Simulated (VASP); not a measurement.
# LiF (Fm-3m) in VASP: a series of runs

The runs below take LiF through single point, with LDA.

Everything below comes from runs of VASP 6.6.1. Logs are shortened: lines on timing, memory, paths and dates and some standing lists are left out, and cuts for length are marked.

### 1 The cell of the first run

It takes space group Fm-3m (No. 225, cubic). The conventional cell has a = 3.820 Å, b = 3.820 Å, c = 3.820 Å, α = 90.00°, β = 90.00°, γ = 90.00°. Li (site symmetry m-3m) has 6 F at 1.91 Å within 2.5 Å. Within 2.5 Å of F (site symmetry m-3m) lie 6 Li at 1.91 Å.

### 2 Single point, LDA

Input file INCAR:

```
SYSTEM = LiF
PREC     = Accurate       ! precision mode
ENCUT    = 520            ! plane-wave cutoff, eV
EDIFF    = 1E-6           ! SCF threshold, eV
ISMEAR   = 0              ! smearing method
SIGMA    = 0.01           ! smearing width, eV
LREAL    = .FALSE.        ! projectors in reciprocal space
LASPH    = .TRUE.         ! aspherical terms in the spheres
NELM     = 100            ! most SCF steps
ALGO     = Normal         ! electronic algorithm
ISIF     = 2              ! what is computed and relaxed
LWAVE    = .FALSE.        ! write WAVECAR
LCHARG   = .FALSE.        ! write CHGCAR
NBANDS   = 12             ! bands
```

Input file KPOINTS:

```
Automatic mesh
0
G
  10 10 10
  0 0 0
```

Input file POSCAR:

```
LiF
1.0
    0.0000000000      1.9099111853      1.9099111853
    1.9099111853      0.0000000000      1.9099111853
    1.9099111853      1.9099111853      0.0000000000
Li F
1 1
Direct
    0.0000000000      0.0000000000      0.0000000000
    0.5000000000      0.5000000000      0.5000000000
```

Potentials or basis: VASP PAW LDA potentials, release 64 (Li_sv, F).

Launch:

```sh
cat potpaw_LDA.64/Li_sv/POTCAR potpaw_LDA.64/F/POTCAR > POTCAR
mpirun -np 1 vasp_std > vasp.out
```

OUTCAR:

```text
SYSTEM = LiF
   PREC = Accurate
   ENCUT = 520
   EDIFF = 1E-6
   ISMEAR = 0
   LREAL = .FALSE.
   LASPH = .TRUE.
   NELM = 100
   ISIF = 2

 ion  position               nearest neighbor table
   1  0.000  0.000  0.000-   2 1.91   2 1.91   2 1.91   2 1.91   2 1.91   2 1.91
   2  0.500  0.500  0.500-   1 1.91   1 1.91   1 1.91   1 1.91   1 1.91   1 1.91

  LATTYP: Found a face centered cubic cell.
 ALAT       =     3.8198223706

  Lattice vectors:

 A1 = (   0.0000000000,   1.9099111853,   1.9099111853)
 A2 = (   1.9099111853,   0.0000000000,   1.9099111853)
 A3 = (   1.9099111853,   1.9099111853,   0.0000000000)

Analysis of symmetry for initial positions (statically):
=====================================================================
 Subroutine PRICEL returns:
 Original cell was already a primitive cell.

 Routine SETGRP: Setting up the symmetry group for a
 face centered cubic supercell.

 Subroutine GETGRP returns: Found 48 space group operations
[... 9 lines left out ...]

 Routine SETGRP: Setting up the symmetry group for a
 face centered cubic supercell.

 Subroutine GETGRP returns: Found 48 space group operations
[... 11 lines left out ...]
                                     Primitive cell

  volume of cell :      13.9338

  direct lattice vectors                    reciprocal lattice vectors
     0.000000000  1.909911185  1.909911185    -0.261792278  0.261792278  0.261792278
     1.909911185  0.000000000  1.909911185     0.261792278 -0.261792278  0.261792278
     1.909911185  1.909911185  0.000000000     0.261792278  0.261792278 -0.261792278

  length of vectors
     2.701022301  2.701022301  2.701022301     0.453437527  0.453437527  0.453437527

  position of ions in fractional coordinates (direct lattice)
     0.000000000  0.000000000  0.000000000
     0.500000000  0.500000000  0.500000000

  ion indices of the primitive-cell ions
   primitive index   ion index
                 1           1
                 2           2

----------------------------------------------------------------------------------------

 KPOINTS: Automatic mesh

Automatic generation of k-mesh.
 Grid dimensions read from file:
 generate k-points for:   10   10   10

 Generating k-lattice:

  Cartesian coordinates                     Fractional coordinates (reciprocal lattice)
    -0.026179228  0.026179228  0.026179228     0.100000000  0.000000000  0.000000000
     0.026179228 -0.026179228  0.026179228     0.000000000  0.100000000  0.000000000
     0.026179228  0.026179228 -0.026179228     0.000000000  0.000000000  0.100000000

  Length of vectors
     0.045343753  0.045343753  0.045343753

  Shift w.r.t. Gamma in fractional coordinates (k-lattice)
     0.000000000  0.000000000  0.000000000

 Subroutine IBZKPT returns following result:
 ===========================================

 Found     47 irreducible k-points:

 Following reciprocal coordinates:
            Coordinates               Weight
  0.000000  0.000000  0.000000      1.000000
  0.100000  0.000000  0.000000      8.000000
  0.200000  0.000000  0.000000      8.000000
  0.300000  0.000000  0.000000      8.000000
  0.400000  0.000000  0.000000      8.000000
  0.500000  0.000000  0.000000      4.000000
[... 16 lines left out ...]
  0.300000  0.300000  0.000000      6.000000
  0.400000  0.300000  0.000000     24.000000
 [... further k-points ...]
   k-points           NKPTS =     47   k-points in BZ     NKDIM =     47   number of bands    NBANDS=     12
   number of dos      NEDOS =    301   number of ions     NIONS =      2
   total plane-waves  NPLWV =   8000
   dimension x,y,z NGX =    20 NGY =   20 NGZ =   20
   dimension x,y,z NGXF=    40 NGYF=   40 NGZF=   40
   ions per type =               1   1
   NGX,Y,Z   is equivalent  to a cutoff of  12.31, 12.31, 12.31 a.u.
   NGXF,Y,Z  is equivalent  to a cutoff of  24.62, 24.62, 24.62 a.u.
 SYSTEM =  LiF
   PREC   = accura    normal or accurate (medium, high low for compatibility)
   ISTART =      0    job   : 0-new  1-cont  2-samecut
   ICHARG =      2    charge: 1-file 2-atom 10-const
   ISPIN  =      1    spin polarized calculation?
   LNONCOLLINEAR =      F non collinear calculations
   LSORBIT =      F    spin-orbit coupling
   LASPH  =      T    aspherical Exc in radial PAW
   ENCUT  =  520.0 eV  38.22 Ry    6.18 a.u.   5.02  5.02  5.02*2*pi/ulx,y,z
   NELM   =    100;   NELMIN=  2; NELMDL= -5     # of ELM steps
   EDIFF  = 0.1E-05   stopping-criterion for ELM
   LREAL  =      F    real-space projection
   EDIFFG = 0.1E-04   stopping-criterion for IOM
   NSW    =      0    number of steps for IOM
   IBRION =     -1    ionic relax: 0-MD 1-quasi-New 2-CG
   NFREE  =      0    steps in history (QN), initial steepest desc. (CG)
   ISIF   =      2    stress and relaxation
   ISYM   =      2    0-nonsym 1-usesym 2-fastsym
   POTIM  = 0.5000    time-step for ionic-motion
   TEBEG  =    0.0;   TEEND  =   0.0 temperature during run
   PSTRESS=    0.0 pullay stress
   NELECT =      10.0000    total number of electrons
   NUPDOWN=      -1.0000    fix difference up-down
   EMIN   =  10.00;   EMAX   =-10.00  energy-range for DOS
   EFERMI =   0.00;   METHOD = LEGACY
   ISMEAR =     0;   SIGMA  =   0.01  broadening in eV -4-tet -1-fermi 0-gaus
   EFERMI_NEDOS =   21; number of points for ismear=-14 and -15
   IALGO  =     38    algorithm
   IMIX   =      4    mixing-type and parameters
     AMIX     =   0.40;   BMIX     =  1.00
     AMIX_MAG =   1.60;   BMIX_MAG =  1.00
  volume/ion in A,a.u.               =       6.97        47.01
  Fermi-wavevector in a.u.,A,eV,Ry     =   1.465722  2.769813 29.229961  2.148342
  Thomas-Fermi vector in A             =   2.581545
   LORBIT       =      0    0 simple, 1 ext, 2 COOP (PROOUT), +10 PAW based schemes
   GGA     = CA    functional components
   LHFCALC =     F    Hartree Fock is set to
   AEXX    =    0.0000 exact exchange contribution
   IVDW    =     0    specifies the selected vdW correction
   LEPSILON=     F    determine dielectric tensor
   LRPA    =     F    only Hartree local field effects (RPA)
 non-spin polarized calculation
 Gauss-broadening in eV      SIGMA  =   0.01
  energy-cutoff  :      520.00
  volume of cell :       13.93
 maximum number of plane-waves:       388
   NGX =  9   NGY =  9   NGZ =  9

 number of electron      10.0000000 magnetization

 number of electron       9.9999990 magnetization

 Free energy of the ion-electron system (eV)
  ---------------------------------------------------
  ext. energy  EPLUGINS =         0.00000000
  ---------------------------------------------------
  free energy    TOTEN  =       -10.47796786 eV

  energy without entropy =      -10.47796786  energy(sigma->0) =      -10.47796786

 E-fermi :   0.0362     XC(G=0): -11.4867

 val. band max:       -0.2059052935   @ k =   0.0000   0.0000   0.0000
 cond. band min:      10.2143613776   @ k =   0.0000   0.0000   0.0000
 fundamental gap:     10.4202666711
 Fermi energy:         0.0361628519

 k-point     1 :       0.0000    0.0000    0.0000
  band No.  band energies     occupation
      1     -39.7170      2.00000
      2     -20.2494      2.00000
      3      -0.2059      2.00000
      4      -0.2059      2.00000
      5      -0.2059      2.00000
      6      10.2144      0.00000
      7      25.2827      0.00000
      8      25.2827      0.00000
      9      25.2827      0.00000
     10      25.3540      0.00000
     11      25.3540      0.00000
     12      25.3540      0.00000

 k-point     2 :       0.1000    0.0000    0.0000
  band No.  band energies     occupation
      1     -39.7044      2.00000
      2     -20.2021      2.00000
      3      -0.5504      2.00000
      4      -0.2357      2.00000
      5      -0.2357      2.00000
      6      10.4814      0.00000
      7      22.1371      0.00000
      8      23.7946      0.00000
      9      23.7946      0.00000
     10      26.5418      0.00000
     11      26.5418      0.00000
     12      26.7835      0.00000

 k-point     3 :       0.2000    0.0000    0.0000
  band No.  band energies     occupation
      1     -39.6707      2.00000
      2     -20.0707      2.00000
      3      -1.3854      2.00000
      4      -0.3116      2.00000
      5      -0.3116      2.00000
      6      11.0133      0.00000
      7      19.5768      0.00000
      8      22.1008      0.00000
      9      22.1008      0.00000
     10      27.9429      0.00000
     11      28.0146      0.00000
     12      28.0146      0.00000

 k-point     4 :       0.3000    0.0000    0.0000
  band No.  band energies     occupation
      1     -39.6289      2.00000
      2     -19.8981      2.00000
      3      -2.3251      2.00000
      4      -0.4017      2.00000
      5      -0.4017      2.00000
      6      11.2729      0.00000
      7      18.3042      0.00000
      8      20.6760      0.00000
      9      20.6760      0.00000
     10      29.5565      0.00000
     11      29.9665      0.00000
     12      29.9665      0.00000

 k-point     5 :       0.4000    0.0000    0.0000
  band No.  band energies     occupation
      1     -39.5951      2.00000
      2     -19.7494      2.00000
      3      -3.0359      2.00000
      4      -0.4716      2.00000
      5      -0.4716      2.00000
      6      11.1376      0.00000
      7      18.0899      0.00000
      8      19.7559      0.00000
      9      19.7559      0.00000
     10      31.4234      0.00000
     11      32.0839      0.00000
     12      32.0839      0.00000
[... 228 lines left out ...]
      1     -39.5853      2.00000
      2     -19.6433      2.00000
      3      -2.6749      2.00000
      4      -1.7126      2.00000
      5      -0.5200      2.00000
      6      12.5592      0.00000
      7      16.5704      0.00000
      8      20.0912      0.00000
      9      20.7803      0.00000
     10      30.6279      0.00000
     11      30.7724      0.00000
     12      31.4792      0.00000

 k-point    22 :      -0.2000    0.2000    0.0000
  band No.  band energies     occupation
      1     -39.6159      2.00000
      2     -19.8115      2.00000
      3      -2.1421      2.00000
      4      -1.3524      2.00000
      5      -0.3442      2.00000
      6      12.0999      0.00000
      7      17.2217      0.00000
      8      20.6879      0.00000
      9      21.0846      0.00000
     10      28.5555      0.00000
     11      29.2397      0.00000
     12      32.2159      0.00000

 k-point    23 :       0.3000    0.3000    0.0000
  band No.  band energies     occupation
      1     -39.6049      2.00000
      2     -19.6825      2.00000
      3      -2.5810      2.00000
      4      -1.0740      2.00000
      5      -1.0740      2.00000
      6      13.3450      0.00000
      7      18.1616      0.00000
      8      20.1170      0.00000
      9      21.5205      0.00000
     10      21.5205      0.00000
     11      36.7382      0.00000
     12      37.8882      0.00000

 k-point    24 :       0.4000    0.3000    0.0000
  band No.  band energies     occupation
      1     -39.5802      2.00000
      2     -19.5211      2.00000
      3      -3.1423      2.00000
      4      -1.3455      2.00000
      5      -1.2007      2.00000
      6      14.0989      0.00000
      7      17.1022      0.00000
      8      19.7021      0.00000
      9      21.2618      0.00000
     10      22.3820      0.00000
     11      37.1981      0.00000
     12      37.2254      0.00000

 [... further k-points ...]
[... 5 lines left out ...]
  --------------------------------------------------------------------------------------
  -------------------------------------------------------------------------------------
  Total        0.5852870      0.5852870      0.5852870      0.0000000      0.0000000      0.0000000
  in kB       67.2992078     67.2992078     67.2992078      0.0000000      0.0000000      0.0000000
  external PRESSURE =      67.2992078 kB  Pullay stress =       0.0000000 kB

 VOLUME and BASIS-vectors are now :
 -----------------------------------------------------------------------------
  energy-cutoff  :      520.00
  volume of cell :       13.93
      direct lattice vectors                 reciprocal lattice vectors
     0.000000000  1.909911185  1.909911185    -0.261792278  0.261792278  0.261792278
     1.909911185  0.000000000  1.909911185     0.261792278 -0.261792278  0.261792278
     1.909911185  1.909911185  0.000000000     0.261792278  0.261792278 -0.261792278

 POSITION                                       TOTAL-FORCE (eV/Angst)
 -----------------------------------------------------------------------------------
      0.00000      0.00000      0.00000        -0.000000      0.000000      0.000000
      1.90991      1.90991      1.90991         0.000000     -0.000000     -0.000000
 -----------------------------------------------------------------------------------
    total drift:                                0.000000      0.000000      0.000000

  FREE ENERGIE OF THE ION-ELECTRON SYSTEM (eV)
  ---------------------------------------------------
  free  energy   TOTEN  =       -10.4779678645 eV

  energy  without entropy=      -10.4779678645  energy(sigma->0) =      -10.47796786
```

Run time: 8.5 s. Hardware: 1 thread of Intel Xeon 8259CL, shared host; peak memory 0.11 GiB.

What came out:

```yaml
Free_energy: -10.4780 eV
Band_gap_on_the_k_mesh: 10.42 eV, direct
```

Levels at points of the mesh, in eV from the valence-band top:
```csv
k point,band 3,band 4,band 5,band 6,band 7,band 8
"(0.00, 0.00, 0.00)",0.00,0.00,0.00,10.42,25.49,25.49
"(0.50, 0.00, 0.00)",-3.09,-0.29,-0.29,11.22,18.36,19.65
"(0.50, 0.50, 0.00)",-3.89,-1.30,-1.30,15.98,16.74,19.17
```

Caveat: the cutoff is under 1.25 times the usual one of these potentials, so pressure, stress and relaxed cells hold a basis-set (Pulay) error. Expect the measured gap to be larger: semilocal functionals such as LDA lack the derivative discontinuity.

### 3 Single point, LDA

This run uses another cell than the first one, of 6.80 Å³/atom, 0.976 times its volume.

Input file INCAR:

```
  ALGO = Normal
  EDIFF = 1E-6
  ENCUT = 520
  GGA = CA
  ISIF = 2
  ISMEAR = 0
  LASPH = True
  LCHARG = False
  LREAL = False
  LWAVE = False
  NBANDS = 12
  NELM = 80
  PREC = Accurate
  SIGMA = 0.01
```

Input file KPOINTS:

```
k-points
0
Gamma
  10 10 10
```

Input file POSCAR:

```
LiF
1.0
    0.0000000000      1.8942113018      1.8942113018
    1.8942113018      0.0000000000      1.8942113018
    1.8942113018      1.8942113018      0.0000000000
Li F
1 1
Direct
    0.0000000000      0.0000000000      0.0000000000
    0.5000000000      0.5000000000      0.5000000000
```

Potentials or basis: VASP PAW LDA potentials, release 64 (Li_sv, F).

Launch:

```sh
cat potpaw_LDA.64/Li_sv/POTCAR potpaw_LDA.64/F/POTCAR > POTCAR
mpirun -np 1 vasp_std > vasp.out
```

Wall time 8.9 s (1 thread of Intel Xeon 8259CL, shared host); peak memory 0.11 GiB.

The run converged. Its results:

```yaml
Free_energy: -10.4593 eV
Band_gap_on_the_k_mesh: 10.70 eV, direct
```

Levels at points of the mesh, in eV from the valence-band top:
| k point | band 1 | band 2 | band 3 | band 4 | band 5 | band 6 | band 7 | band 8 | band 9 | band 10 |
| --- | --- | --- | --- | --- | --- | --- | --- | --- | --- | --- |
| (0.00, 0.00, 0.00) | -39.49 | -20.12 | 0.00 | 0.00 | 0.00 | 10.70 | 25.74 | 25.74 | 25.74 | 25.90 |
| (0.50, 0.00, 0.00) | -39.34 | -19.55 | -3.18 | -0.30 | -0.30 | 11.36 | 18.68 | 19.84 | 19.84 | 33.34 |
| (0.50, 0.50, 0.00) | -39.31 | -19.08 | -4.03 | -1.35 | -1.35 | 16.24 | 16.85 | 19.52 | 21.99 | 21.99 |

Caveat: the cutoff is under 1.25 times the usual one of these potentials, so pressure, stress and relaxed cells hold a basis-set (Pulay) error.

(Part 1 of 2 ends here.)
